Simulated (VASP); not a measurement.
# Be5Te2 (C2) in VASP: relaxation of cell and atoms with PBE

Aim: the relaxation of cell and atoms of Be5Te2 with PBE.

All numbers are computed with VASP 6.6.1; they aren't measurements. Logs are shortened: lines on timing, memory, paths and dates and some standing lists are left out, and cuts for length are marked.

**1. The cell of the first run**

Symmetry: C2, No. 5, monoclinic system. Conventional cell: a = 7.655 Å, b = 3.986 Å, c = 8.901 Å, α = 90.00°, β = 114.20°, γ = 90.00°. Be (site symmetry 2) has 8 Be at 2.19 to 2.33 Å and 2 Te at 2.55 Å within 2.9 Å. Within 2.8 Å of Be (site symmetry 1) lie 7 Be at 2.14 to 2.35 Å and 1 Te at 2.48 Å. Within 2.8 Å of Be (site symmetry 1) lie 6 Be at 2.15 to 2.35 Å and 2 Te at 2.46 to 2.50 Å. Te (site symmetry 1) has 5 Be at 2.46 to 3.25 Å within 3.3 Å.

**2. Relaxation of cell and atoms, PBE**

Contents of INCAR:

```
SYSTEM = Be5Te2
PREC     = Accurate       ! precision mode
ENCUT    = 600            ! plane-wave cutoff, eV
EDIFF    = 1E-7           ! SCF threshold, eV
ISMEAR   = 0              ! smearing method
SIGMA    = 0.1            ! smearing width, eV
LREAL    = .False.        ! projectors in reciprocal space
LASPH    = .True.         ! aspherical terms in the spheres
NELM     = 80             ! most SCF steps
ALGO     = Fast           ! electronic algorithm
ISIF     = 3              ! what is computed and relaxed
LWAVE    = .False.        ! write WAVECAR
LCHARG   = .False.        ! write CHGCAR
GGA      = PE             ! functional
IBRION   = 2              ! ionic algorithm
NSW      = 100            ! ionic steps
EDIFFG   = -0.01          ! ionic threshold
```

Contents of KPOINTS:

```
Automatic mesh
0
Gamma
  10 10 4
  0 0 0
```

Contents of POSCAR:

```
Be5Te2
1.0
    3.8277208048     -1.9930783791      0.0000000000
    3.8277208048      1.9930783791      0.0000000000
   -3.6480175986      0.0000000000      8.1190838897
Be Te
5 2
Direct
    0.0009158090      0.9990841910      0.0000000000
    0.5106767011      0.9233528476      0.9531700617
    0.0766471524      0.4893232989      0.0468299383
    0.3822906946      0.4198789333      0.8726057486
    0.5801210667      0.6177093054      0.1273942514
    0.7289364910      0.7791716215      0.7011240240
    0.2208283785      0.2710635090      0.2988759760
```

Potentials or basis: VASP PAW PBE potentials, release 64 (Be, Te).

Launch:

```bash
$ cat potpaw_PBE.64/Be/POTCAR potpaw_PBE.64/Te/POTCAR > POTCAR
$ mpirun -np 1 vasp_std > vasp.out
```

OUTCAR:

```text
SYSTEM = Be5Te2
   PREC = Accurate
   ENCUT = 600
   EDIFF = 1E-7
   ISMEAR = 0
   LREAL = .False.
   LASPH = .True.
   NELM = 80
   ISIF = 3
   GGA = PE
   IBRION = 2
   NSW = 100
   EDIFFG = -0.01

 ion  position               nearest neighbor table
   1  0.001  0.999  0.000-   2 2.19   3 2.19   5 2.20   4 2.20   3 2.21   2 2.21   5 2.33   4 2.33
                             7 2.55   6 2.55
   2  0.511  0.923  0.953-   3 2.14   3 2.14   1 2.19   1 2.21   4 2.21   5 2.22   4 2.35   6 2.48

   3  0.077  0.489  0.047-   2 2.14   2 2.14   1 2.19   1 2.21   5 2.21   4 2.22   5 2.35   7 2.48

   4  0.382  0.420  0.873-   5 2.15   1 2.20   2 2.21   3 2.22   1 2.33   2 2.35   6 2.46   6 2.50

   5  0.580  0.618  0.127-   4 2.15   1 2.20   3 2.21   2 2.22   1 2.33   3 2.35   7 2.46   7 2.50

   6  0.729  0.779  0.701-   4 2.46   2 2.48   4 2.50   1 2.55
   7  0.221  0.271  0.299-   5 2.46   3 2.48   5 2.50   1 2.55

  LATTYP: Found a base centered monoclinic cell.
 ALAT       =     7.6554416096
 B/A-ratio  =     0.5206958607
 C/A-ratio  =     1.1627005559
 COS(beta)  =    -0.4098442027

  Lattice vectors:

 A1 = (   3.8277208048,  -1.9930783791,   0.0000000000)
 A2 = (   3.8277208048,   1.9930783791,   0.0000000000)
 A3 = (  -3.6480175986,   0.0000000000,   8.1190838897)

Analysis of symmetry for initial positions (statically):
=====================================================================
 Subroutine PRICEL returns:
 Original cell was already a primitive cell.

 Routine SETGRP: Setting up the symmetry group for a
 base centered monoclinic supercell.

 Subroutine GETGRP returns: Found  2 space group operations
 (whereof  2 operations were pure point group operations)
 out of a pool of  4 trial point group operations.

The static configuration has the point symmetry C_2 .

Analysis of symmetry for dynamics (positions and initial velocities):
=====================================================================
 Subroutine PRICEL returns:
 Original cell was already a primitive cell.

 Routine SETGRP: Setting up the symmetry group for a
 base centered monoclinic supercell.

 Subroutine GETGRP returns: Found  2 space group operations
 (whereof  2 operations were pure point group operations)
 out of a pool of  4 trial point group operations.

The dynamic configuration has the point symmetry C_2 .

 Subroutine INISYM returns: Found  2 space group operations
 (whereof  2 operations are pure point group operations),
 and found     1 'primitive' translations

----------------------------------------------------------------------------------------

                                     Primitive cell

  volume of cell :     123.8801

  direct lattice vectors                    reciprocal lattice vectors
     3.827720805 -1.993078379  0.000000000     0.130626037 -0.250868207  0.058692100
     3.827720805  1.993078379  0.000000000     0.130626037  0.250868207  0.058692100
    -3.648017599  0.000000000  8.119083890     0.000000000  0.000000000  0.123166605

  length of vectors
     4.315531020  4.315531020  8.900986215     0.288864642  0.288864642  0.123166605

  position of ions in fractional coordinates (direct lattice)
     0.000915809  0.999084191  0.000000000
     0.510676701  0.923352848  0.953170062
     0.076647152  0.489323299  0.046829938
     0.382290695  0.419878933  0.872605749
     0.580121067  0.617709305  0.127394251
     0.728936491  0.779171621  0.701124024
     0.220828379  0.271063509  0.298875976

  ion indices of the primitive-cell ions
   primitive index   ion index
                 1           1
                 2           2
                 3           3
                 4           4
                 5           5
                 6           6
                 7           7

----------------------------------------------------------------------------------------

 KPOINTS: Automatic mesh

Automatic generation of k-mesh.
 Grid dimensions read from file:
 generate k-points for:   10   10    4

 Generating k-lattice:

  Cartesian coordinates                     Fractional coordinates (reciprocal lattice)
     0.013062604 -0.025086821  0.005869210     0.100000000  0.000000000 -0.000000000
     0.013062604  0.025086821  0.005869210     0.000000000  0.100000000 -0.000000000
     0.000000000  0.000000000  0.030791651     0.000000000  0.000000000  0.250000000

  Length of vectors
     0.028886464  0.028886464  0.030791651

  Shift w.r.t. Gamma in fractional coordinates (k-lattice)
     0.000000000  0.000000000  0.000000000

 Subroutine IBZKPT returns following result:
 ===========================================

 Found    117 irreducible k-points:

 Following reciprocal coordinates:
            Coordinates               Weight
  0.000000  0.000000  0.000000      1.000000
  0.100000 -0.000000  0.000000      4.000000
  0.200000 -0.000000  0.000000      4.000000
  0.300000 -0.000000 -0.000000      4.000000
  0.400000 -0.000000 -0.000000      4.000000
  0.500000 -0.000000  0.000000      2.000000
[... 16 lines left out ...]
  0.300000  0.300000 -0.000000      2.000000
  0.400000  0.300000  0.000000      4.000000
 [... further k-points ...]
   k-points           NKPTS =    117   k-points in BZ     NKDIM =    117   number of bands    NBANDS=     15
   number of dos      NEDOS =    301   number of ions     NIONS =      7
   total plane-waves  NPLWV =  93312
   dimension x,y,z NGX =    36 NGY =   36 NGZ =   72
   dimension x,y,z NGXF=    72 NGYF=   72 NGZF=  144
   ions per type =               5   2
   NGX,Y,Z   is equivalent  to a cutoff of  13.87, 13.87, 13.45 a.u.
   NGXF,Y,Z  is equivalent  to a cutoff of  27.74, 27.74, 26.90 a.u.
 SYSTEM =  Be5Te2
   PREC   = accura    normal or accurate (medium, high low for compatibility)
   ISTART =      0    job   : 0-new  1-cont  2-samecut
   ICHARG =      2    charge: 1-file 2-atom 10-const
   ISPIN  =      1    spin polarized calculation?
   LNONCOLLINEAR =      F non collinear calculations
   LSORBIT =      F    spin-orbit coupling
   LASPH  =      T    aspherical Exc in radial PAW
   ENCUT  =  600.0 eV  44.10 Ry    6.64 a.u.   8.62  8.62 17.78*2*pi/ulx,y,z
   NELM   =     80;   NELMIN=  2; NELMDL= -5     # of ELM steps
   EDIFF  = 0.1E-06   stopping-criterion for ELM
   LREAL  =      F    real-space projection
   EDIFFG = -.1E-01   stopping-criterion for IOM
   NSW    =    100    number of steps for IOM
   IBRION =      2    ionic relax: 0-MD 1-quasi-New 2-CG
   NFREE  =      1    steps in history (QN), initial steepest desc. (CG)
   ISIF   =      3    stress and relaxation
   ISYM   =      2    0-nonsym 1-usesym 2-fastsym
   POTIM  = 0.5000    time-step for ionic-motion
   TEBEG  =    0.0;   TEEND  =   0.0 temperature during run
   PSTRESS=    0.0 pullay stress
   NELECT =      22.0000    total number of electrons
   NUPDOWN=      -1.0000    fix difference up-down
   EMIN   =  10.00;   EMAX   =-10.00  energy-range for DOS
   EFERMI =   0.00;   METHOD = LEGACY
   ISMEAR =     0;   SIGMA  =   0.10  broadening in eV -4-tet -1-fermi 0-gaus
   EFERMI_NEDOS =   21; number of points for ismear=-14 and -15
   IALGO  =     68    algorithm
   IMIX   =      4    mixing-type and parameters
     AMIX     =   0.40;   BMIX     =  1.00
     AMIX_MAG =   1.60;   BMIX_MAG =  1.00
  volume/ion in A,a.u.               =      17.70       119.43
  Fermi-wavevector in a.u.,A,eV,Ry     =   0.920199  1.738924 11.520958  0.846767
  Thomas-Fermi vector in A             =   2.045478
   LORBIT       =      0    0 simple, 1 ext, 2 COOP (PROOUT), +10 PAW based schemes
   GGA     = PE    functional components
   LHFCALC =     F    Hartree Fock is set to
   AEXX    =    0.0000 exact exchange contribution
   IVDW    =     0    specifies the selected vdW correction
   LEPSILON=     F    determine dielectric tensor
   LRPA    =     F    only Hartree local field effects (RPA)
 conjugate gradient relaxation of ions
 non-spin polarized calculation
 RMM-DIIS sequential band-by-band and
 Gauss-broadening in eV      SIGMA  =   0.10
  energy-cutoff  :      600.00
  volume of cell :      123.88
 maximum number of plane-waves:      4160
   NGX = 17   NGY = 17   NGZ = 35

--------------------------------------- Ionic step        1  -------------------------------------------

 number of electron      22.0000000 magnetization

 Free energy of the ion-electron system (eV)
  ---------------------------------------------------
  ext. energy  EPLUGINS =         0.00000000
  ---------------------------------------------------
  free energy    TOTEN  =       -24.00374418 eV

  energy without entropy =      -23.99905069  energy(sigma->0) =      -24.00139744

------------------------ aborting loop because EDIFF is reached ----------------------------------------

  FORCE on cell =-STRESS in cart. coord.  units (eV):
  Direction    XX          YY          ZZ          XY          YZ          ZX
  --------------------------------------------------------------------------------------
  -------------------------------------------------------------------------------------
  Total       -0.0060740      0.1197082      0.1585598      0.0000000      0.0000000     -0.1023427
  in kB       -0.0785568      1.5482206      2.0507000      0.0000000      0.0000000     -1.3236271
  external PRESSURE =       1.1734546 kB  Pullay stress =       0.0000000 kB
[... 104 lines left out ...]
  FREE ENERGIE OF THE ION-ELECTRON SYSTEM (eV)
  ---------------------------------------------------
  free  energy   TOTEN  =       -24.0042631972 eV

  energy  without entropy=      -23.9996087898  energy(sigma->0) =      -24.00193599

[... ionic steps 4 to 16 ...]

--------------------------------------- Ionic step       17  -------------------------------------------

 number of electron      21.9999999 magnetization

------------------------ aborting loop because EDIFF is reached ----------------------------------------
[... 77 lines left out ...]
--------------------------------------- Ionic step       19  -------------------------------------------

 number of electron      21.9999999 magnetization

 Free energy of the ion-electron system (eV)
  ---------------------------------------------------
  ext. energy  EPLUGINS =         0.00000000
  ---------------------------------------------------
  free energy    TOTEN  =       -24.00699495 eV

  energy without entropy =      -24.00315289  energy(sigma->0) =      -24.00507392

 E-fermi :   4.5963     XC(G=0):  -8.9911

 val. band max:        4.5251247844   @ k =   0.5000   0.3000   0.5000
 cond. band min:       4.5994487547   @ k =  -0.3000   0.0000   0.2500
 fundamental gap:      0.0743239704
 Fermi energy:         4.5962858589

 k-point     1 :       0.0000    0.0000    0.0000
  band No.  band energies     occupation
      1      -7.5744      2.00000
      2      -7.0173      2.00000
      3      -3.0608      2.00000
      4       0.9381      2.00000
      5       1.5185      2.00000
      6       2.2803      2.00000
      7       2.5914      2.00000
      8       2.9873      2.00000
      9       3.4047      2.00000
     10       3.6590      2.00000
     11       4.2117      2.00000
     12       5.4515      0.00000
     13       6.7478      0.00000
     14       7.1964      0.00000
[... 401 lines left out ...]
      2      -6.8128      2.00000
      3      -2.2827      2.00000
      4      -0.9755      2.00000
      5       0.6271      2.00000
      6       0.7219      2.00000
      7       1.2564      2.00000
      8       2.2070      2.00000
      9       3.0020      2.00000
     10       3.3103      2.00000
     11       4.2886      1.99999
     12       5.2912      0.00000
     13       7.4952      0.00000
     14       7.9029      0.00000
     15       8.4611      0.00000

 [... further k-points ...]
[... 5 lines left out ...]
  --------------------------------------------------------------------------------------
  -------------------------------------------------------------------------------------
  Total        0.0179469     -0.0026927     -0.0043333      0.0000000      0.0000000     -0.0166140
  in kB        0.2322302     -0.0348432     -0.0560722      0.0000000      0.0000000     -0.2149833
  external PRESSURE =       0.0471049 kB  Pullay stress =       0.0000000 kB
[... 22 lines left out ...]
  FREE ENERGIE OF THE ION-ELECTRON SYSTEM (eV)
  ---------------------------------------------------
  free  energy   TOTEN  =       -24.0069949464 eV

  energy  without entropy=      -24.0031528892  energy(sigma->0) =      -24.00507392

 reached required accuracy - stopping structural energy minimisation
```

It took 30 min on 1 thread of AMD EPYC 9R45 (Zen 5), shared host; peak memory 0.46 GiB.

What came out:

* Free energy: -24.0070 eV
* Relaxed volume: 17.69 Å³/atom
* Relaxed cell: a = 4.306 Å, b = 4.306 Å, c = 8.983 Å, α = 112.18°, β = 112.18°, γ = 55.25°
* Space group after relaxing (to 0.1 Å): C2 (No. 5)
* Energy gained by relaxing: 0.5 meV/atom
* Ionic steps: 19
* Pressure after relaxing: 0.0 GPa
* Largest force after relaxing: 0.010 eV/Å
* Band gap on the k mesh: zero (bands 11 and 12 overlap by 0.67 eV)

Forces on the atoms (eV/Å):
```
Be   0.000 -0.004  0.000
Be  -0.002  0.000 -0.008
Be   0.002  0.000  0.008
Be  -0.009 -0.001 -0.005
Be   0.009 -0.001  0.005
Te  -0.002  0.003  0.001
Te   0.002  0.003 -0.001
```

The path:
```tsv
step	energy change (eV)	largest force (eV/Å)	pressure (GPa)	volume (Å³)
1	0.0000	0.0419	0.12	123.88
2	-0.0005	0.0289	-0.04	124.11
3	-0.0005	0.0308	-0.10	124.20
4	-0.0008	0.0307	-0.06	124.10
5	-0.0010	0.0344	0.01	123.96
6	-0.0010	0.0362	0.03	123.92
7	-0.0013	0.0307	0.03	123.93
8	-0.0017	0.0242	0.04	123.95
9	-0.0014	0.0391	0.06	123.99
10	-0.0017	0.0244	0.05	123.96
11	-0.0019	0.0204	-0.01	124.05
12	-0.0022	0.0304	-0.17	124.30
13	-0.0024	0.0269	-0.15	124.25
14	-0.0028	0.0191	-0.08	124.09
15	-0.0029	0.0355	0.06	123.76
16	-0.0030	0.0283	0.01	123.89
17	-0.0031	0.0202	0.01	123.85
18	-0.0032	0.0121	0.03	123.77
19	-0.0033	0.0097	0.00	123.82
```

Final structure:
```xyz
7
Lattice="3.8150 -1.9968 -0.0451 3.8150 1.9968 -0.0451 -3.7315 0.0000 8.1709" Properties=species:S:1:pos:R:3 pbc="T T T"
Be    0.0836    1.9904    8.1259
Be    1.9162    0.8429    7.7470
Be    1.9824    0.8429    0.3338
Be   -0.1955    0.0657    7.0934
Be    4.0941    0.0657    0.9874
Te    3.0749    0.0922    5.6648
Te    0.8237    0.0922    2.4160
```

Caveat: semilocal functionals underestimate gaps, so a narrow gap can read as zero; spin-orbit coupling is left out, which moves the levels of the heavy elements; this functional lacks dispersion, which binds the layers, so the pressure and a relaxed spacing across them are unreliable.
